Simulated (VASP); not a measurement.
Li2S: single point with PBE

Crystal: Li2S.

```xyz
3
Lattice="0.0000 2.8453 2.8453 2.8453 0.0000 2.8453 2.8453 2.8453 0.0000" Properties=species:S:1:pos:R:3 pbc="T T T"
Li    1.4226    1.4226    1.4226
Li    4.2679    4.2679    4.2679
S     0.0000    0.0000    0.0000
```

```
Program             : VASP 6.6.1
Task                : single point
Functional          : PBE
Potentials or basis : VASP PAW PBE potentials, release 64 (Li_sv, S)
Cutoff              : 750 eV
k mesh              : 6 × 6 × 6, shifted
Occupations         : gaussian, width 0.01 eV
Spin                : no spin polarisation
```

```yaml
Pressure: 0.2 GPa
Band_gap_on_the_k_mesh: 3.66 eV (least direct gap 4.55 eV)
```

Levels at points of the mesh, in eV from the valence-band top:
```tsv
k point	band 3	band 4	band 5	band 6	band 7	band 8	band 9	band 10
(0.08, 0.08, 0.08)	-10.97	-0.25	0.00	0.00	4.55	6.39	6.39	6.43
```

It took 9.8 min on 1 thread of Intel Xeon 8259CL, with other jobs on the host, peak memory 0.49 GiB.

Caveat: a shifted mesh leaves out Γ, where band edges can lie. A k mesh can miss the band edges.
